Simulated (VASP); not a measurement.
# MgS in VASP: further runs

The runs below take MgS through single point, with LDA.

Program: VASP 6.6.1. These are calculated values, not measurements. Logs are shortened: lines on timing, memory, paths and dates and some standing lists are left out, and cuts for length are marked.

### Step 1. The cell of the first run

Symmetry: R-3m, No. 166, trigonal system. Conventional cell: a = 3.698 Å, b = 3.698 Å, c = 8.922 Å, α = 90.00°, β = 90.00°, γ = 120.00°. Within 3.4 Å of Mg (site symmetry -3m) lie 6 S at 2.60 Å. S (site symmetry -3m) has 6 Mg at 2.60 Å within 3.4 Å.

### Step 2. Single point, LDA (equal xy, yz and zx shear strains of -1 %)

INCAR reads:

```
PREC = Accurate ; ENCUT = 520
EDIFF = 1E-6 ; ISMEAR = -1
SIGMA = 0.01 ; LREAL = False
LASPH = True ; NELM = 80
ALGO = Normal ; ISIF = 2
LWAVE = False ; LCHARG = False
GGA = CA ; NBANDS = 11
```

KPOINTS reads:

```
regular mesh
0
Gamma
  8 8 8
```

POSCAR reads:

```
MgS
1.0
   -0.0260165000      2.5886417500      2.5886417500
    2.5886417500     -0.0260165000      2.5886417500
    2.5886417500      2.5886417500     -0.0260165000
Mg S
1 1
Direct
    0.0000000000      0.0000000000      0.0000000000
    0.5000000000      0.5000000000      0.5000000000
```

Potentials or basis: VASP PAW LDA potentials, release 64 (Mg, S).

On the command line:

```
cat potpaw_LDA.64/Mg/POTCAR potpaw_LDA.64/S/POTCAR > POTCAR
mpirun -np 1 vasp_std > vasp.out
```

OUTCAR:

```text
PREC = Accurate
   ENCUT = 520
   EDIFF = 1E-6
   ISMEAR = -1
   LREAL = False
   LASPH = True
   NELM = 80
   ISIF = 2
   GGA = CA

 ion  position               nearest neighbor table
   1  0.000  0.000  0.000-   2 2.60   2 2.60   2 2.60   2 2.60   2 2.60   2 2.60
   2  0.500  0.500  0.500-   1 2.60   1 2.60   1 2.60   1 2.60   1 2.60   1 2.60

  LATTYP: Found a trigonal (rhomboedric) cell.
 ALAT       =     3.6609847142
 COS(alpha) =     0.4899250057

  Lattice vectors:

 A1 = (  -0.0260165000,   2.5886417500,   2.5886417500)
 A2 = (   2.5886417500,  -0.0260165000,   2.5886417500)
 A3 = (   2.5886417500,   2.5886417500,  -0.0260165000)

Analysis of symmetry for initial positions (statically):
=====================================================================
 Subroutine PRICEL returns:
 Original cell was already a primitive cell.

 Routine SETGRP: Setting up the symmetry group for a
 trigonal (rhombohedral) supercell.

 Subroutine GETGRP returns: Found 12 space group operations
 (whereof 12 operations were pure point group operations)
 out of a pool of 12 trial point group operations.

The static configuration has the point symmetry D_3d.

Analysis of symmetry for dynamics (positions and initial velocities):
=====================================================================
 Subroutine PRICEL returns:
 Original cell was already a primitive cell.

 Routine SETGRP: Setting up the symmetry group for a
 trigonal (rhombohedral) supercell.

 Subroutine GETGRP returns: Found 12 space group operations
 (whereof 12 operations were pure point group operations)
 out of a pool of 12 trial point group operations.

The dynamic configuration has the point symmetry D_3d.

 Subroutine INISYM returns: Found 12 space group operations
 (whereof 12 operations are pure point group operations),
 and found     1 'primitive' translations

----------------------------------------------------------------------------------------

                                     Primitive cell

  volume of cell :      35.2163

  direct lattice vectors                    reciprocal lattice vectors
    -0.026016500  2.588641750  2.588641750    -0.190263774  0.192195386  0.192195386
     2.588641750 -0.026016500  2.588641750     0.192195386 -0.190263774  0.192195386
     2.588641750  2.588641750 -0.026016500     0.192195386  0.192195386 -0.190263774

  length of vectors
     3.660984714  3.660984714  3.660984714     0.331780706  0.331780706  0.331780706

  position of ions in fractional coordinates (direct lattice)
     0.000000000  0.000000000  0.000000000
     0.500000000  0.500000000  0.500000000

  ion indices of the primitive-cell ions
   primitive index   ion index
                 1           1
                 2           2

----------------------------------------------------------------------------------------

 KPOINTS: regular mesh

Automatic generation of k-mesh.
 Grid dimensions read from file:
 generate k-points for:    8    8    8

 Generating k-lattice:

  Cartesian coordinates                     Fractional coordinates (reciprocal lattice)
    -0.023782972  0.024024423  0.024024423     0.125000000  0.000000000 -0.000000000
     0.024024423 -0.023782972  0.024024423     0.000000000  0.125000000 -0.000000000
     0.024024423  0.024024423 -0.023782972     0.000000000  0.000000000  0.125000000

  Length of vectors
     0.041472588  0.041472588  0.041472588

  Shift w.r.t. Gamma in fractional coordinates (k-lattice)
     0.000000000  0.000000000  0.000000000

 Subroutine IBZKPT returns following result:
 ===========================================

 Found     65 irreducible k-points:

 Following reciprocal coordinates:
            Coordinates               Weight
  0.000000  0.000000  0.000000      1.000000
  0.125000  0.000000 -0.000000      6.000000
  0.250000  0.000000 -0.000000      6.000000
  0.375000 -0.000000 -0.000000      6.000000
  0.500000  0.000000 -0.000000      3.000000
  0.125000  0.125000 -0.000000      6.000000
[... 16 lines left out ...]
  0.250000  0.125000  0.125000      6.000000
  0.375000  0.125000  0.125000      6.000000
 [... further k-points ...]
   k-points           NKPTS =     65   k-points in BZ     NKDIM =     65   number of bands    NBANDS=     11
   number of dos      NEDOS =    301   number of ions     NIONS =      2
   total plane-waves  NPLWV =  21952
   dimension x,y,z NGX =    28 NGY =   28 NGZ =   28
   dimension x,y,z NGXF=    56 NGYF=   56 NGZF=   56
   ions per type =               1   1
   NGX,Y,Z   is equivalent  to a cutoff of  12.71, 12.71, 12.71 a.u.
   NGXF,Y,Z  is equivalent  to a cutoff of  25.43, 25.43, 25.43 a.u.
 SYSTEM =  unknown system
   PREC   = accura    normal or accurate (medium, high low for compatibility)
   ISTART =      0    job   : 0-new  1-cont  2-samecut
   ICHARG =      2    charge: 1-file 2-atom 10-const
   ISPIN  =      1    spin polarized calculation?
   LNONCOLLINEAR =      F non collinear calculations
   LSORBIT =      F    spin-orbit coupling
   LASPH  =      T    aspherical Exc in radial PAW
   ENCUT  =  520.0 eV  38.22 Ry    6.18 a.u.   6.81  6.81  6.81*2*pi/ulx,y,z
   NELM   =     80;   NELMIN=  2; NELMDL= -5     # of ELM steps
   EDIFF  = 0.1E-05   stopping-criterion for ELM
   LREAL  =      F    real-space projection
   EDIFFG = 0.1E-04   stopping-criterion for IOM
   NSW    =      0    number of steps for IOM
   IBRION =     -1    ionic relax: 0-MD 1-quasi-New 2-CG
   NFREE  =      0    steps in history (QN), initial steepest desc. (CG)
   ISIF   =      2    stress and relaxation
   ISYM   =      2    0-nonsym 1-usesym 2-fastsym
   POTIM  = 0.5000    time-step for ionic-motion
   TEBEG  =    0.0;   TEEND  =   0.0 temperature during run
   PSTRESS=    0.0 pullay stress
   NELECT =       8.0000    total number of electrons
   NUPDOWN=      -1.0000    fix difference up-down
   EMIN   =  10.00;   EMAX   =-10.00  energy-range for DOS
   EFERMI =   0.00;   METHOD = LEGACY
   ISMEAR =    -1;   SIGMA  =   0.01  broadening in eV -4-tet -1-fermi 0-gaus
   EFERMI_NEDOS =   21; number of points for ismear=-14 and -15
   IALGO  =     38    algorithm
   IMIX   =      4    mixing-type and parameters
     AMIX     =   0.40;   BMIX     =  1.00
     AMIX_MAG =   1.60;   BMIX_MAG =  1.00
  volume/ion in A,a.u.               =      17.61       118.83
  Fermi-wavevector in a.u.,A,eV,Ry     =   0.998903  1.887654 13.576004  0.997808
  Thomas-Fermi vector in A             =   2.131158
   LORBIT       =      0    0 simple, 1 ext, 2 COOP (PROOUT), +10 PAW based schemes
   GGA     = CA    functional components
   LHFCALC =     F    Hartree Fock is set to
   AEXX    =    0.0000 exact exchange contribution
   IVDW    =     0    specifies the selected vdW correction
   LEPSILON=     F    determine dielectric tensor
   LRPA    =     F    only Hartree local field effects (RPA)
 non-spin polarized calculation
  energy-cutoff  :      520.00
  volume of cell :       35.22
 maximum number of plane-waves:       958
   NGX = 13   NGY = 13   NGZ = 13

 number of electron       8.0000000 magnetization

 Free energy of the ion-electron system (eV)
  ---------------------------------------------------
  ext. energy  EPLUGINS =         0.00000000
  ---------------------------------------------------
  free energy    TOTEN  =        -9.56960355 eV

  energy without entropy =       -9.56960355  energy(sigma->0) =       -9.56960355

 E-fermi :   3.9316     XC(G=0):  -9.9883

 val. band max:        3.6718181830   @ k =   0.0000   0.0000   0.0000
 cond. band min:       6.1364060836   @ k =   0.5000   0.5000  -0.0000
 fundamental gap:      2.4645879006
 Fermi energy:         3.9315518008

 k-point     1 :       0.0000    0.0000    0.0000
  band No.  band energies     occupation
      1      -9.0590      2.00000
      2       3.5371      2.00000
      3       3.5371      2.00000
      4       3.6718      2.00000
      5       7.0693      0.00000
      6      11.3351      0.00000
      7      11.3351      0.00000
      8      11.5960      0.00000
      9      13.8495      0.00000
     10      13.8495      0.00000
     11      15.9199      0.00000

 k-point     2 :       0.1250    0.0000   -0.0000
  band No.  band energies     occupation
      1      -8.9069      2.00000
      2       2.4746      2.00000
      3       3.4404      2.00000
      4       3.5534      2.00000
      5       7.8966      0.00000
      6      11.0502      0.00000
      7      11.5885      0.00000
      8      11.8001      0.00000
      9      13.1414      0.00000
     10      13.2173      0.00000
     11      16.0067      0.00000

 k-point     3 :       0.2500    0.0000   -0.0000
  band No.  band energies     occupation
      1      -8.4949      2.00000
      2       0.6966      2.00000
      3       3.2297      2.00000
      4       3.3257      2.00000
      5       8.3778      0.00000
      6      11.2245      0.00000
      7      11.3453      0.00000
      8      11.6899      0.00000
      9      13.6481      0.00000
     10      13.8793      0.00000
     11      15.2208      0.00000

 k-point     4 :       0.3750   -0.0000   -0.0000
  band No.  band energies     occupation
      1      -7.9898      2.00000
      2      -0.7584      2.00000
      3       3.0445      2.00000
      4       3.1260      2.00000
      5       8.1245      0.00000
      6      10.5492      0.00000
      7      10.6757      0.00000
      8      13.0987      0.00000
      9      14.9437      0.00000
     10      15.5832      0.00000
     11      15.8693      0.00000
[... 239 lines left out ...]
 k-point    22 :       0.1250    0.1250    0.1250
  band No.  band energies     occupation
      1      -8.9015      2.00000
      2       2.5899      2.00000
      3       3.4302      2.00000
      4       3.4302      2.00000
      5       7.8678      0.00000
      6      11.2183      0.00000
      7      11.5899      0.00000
      8      11.5899      0.00000
      9      13.1311      0.00000
     10      13.1311      0.00000
     11      15.9275      0.00000

 k-point    23 :       0.2500    0.1250    0.1250
  band No.  band energies     occupation
      1      -8.6594      2.00000
      2       1.6134      2.00000
      3       2.8722      2.00000
      4       3.4372      2.00000
      5       8.7276      0.00000
      6      10.6826      0.00000
      7      11.5704      0.00000
      8      11.8395      0.00000
      9      12.0027      0.00000
     10      14.3163      0.00000
     11      16.8785      0.00000

 k-point    24 :       0.3750    0.1250    0.1250
  band No.  band energies     occupation
      1      -8.2081      2.00000
      2       0.1808      2.00000
      3       2.4216      2.00000
      4       3.2220      2.00000
      5       9.0866      0.00000
      6      10.6263      0.00000
      7      11.0375      0.00000
      8      11.4555      0.00000
      9      13.2602      0.00000
     10      16.2725      0.00000
     11      16.5001      0.00000

 [... further k-points ...]
[... 5 lines left out ...]
  --------------------------------------------------------------------------------------
  -------------------------------------------------------------------------------------
  Total       -0.8450479     -0.8450479     -0.8450479      0.1177229      0.1177229      0.1177229
  in kB      -38.4457186    -38.4457186    -38.4457186      5.3558383      5.3558383      5.3558383
  external PRESSURE =     -38.4457186 kB  Pullay stress =       0.0000000 kB

 VOLUME and BASIS-vectors are now :
 -----------------------------------------------------------------------------
  energy-cutoff  :      520.00
  volume of cell :       35.22
      direct lattice vectors                 reciprocal lattice vectors
    -0.026016500  2.588641750  2.588641750    -0.190263774  0.192195386  0.192195386
     2.588641750 -0.026016500  2.588641750     0.192195386 -0.190263774  0.192195386
     2.588641750  2.588641750 -0.026016500     0.192195386  0.192195386 -0.190263774

 POSITION                                       TOTAL-FORCE (eV/Angst)
 -----------------------------------------------------------------------------------
      0.00000      0.00000      0.00000         0.000000      0.000000      0.000000
      2.57563      2.57563      2.57563        -0.000000     -0.000000     -0.000000
 -----------------------------------------------------------------------------------
    total drift:                                0.000000      0.000000      0.000000

  FREE ENERGIE OF THE ION-ELECTRON SYSTEM (eV)
  ---------------------------------------------------
  free  energy   TOTEN  =        -9.5696035512 eV

  energy  without entropy=       -9.5696035512  energy(sigma->0) =       -9.56960355
```

Run time: 19 s. Hardware: 1 thread of Intel Xeon 6975P-C (Granite Rapids), shared host; peak memory 0.15 GiB.

What came out:

| Item | Value |
| --- | --- |
| Free energy | -9.5696 eV |
| Pressure | -3.8 GPa |
| Band gap on the k mesh | 2.46 eV, indirect (least direct gap 3.40 eV) |

Stress tensor (GPa, compression positive):
```
-3.84  0.54  0.54
 0.54 -3.84  0.54
 0.54  0.54 -3.84
```

Caveat: the cell differs from its parent crystal (equal xy, yz and zx shear strains of -1 %). A k mesh can miss the band edges.

(Continued in part 2 of 2.)
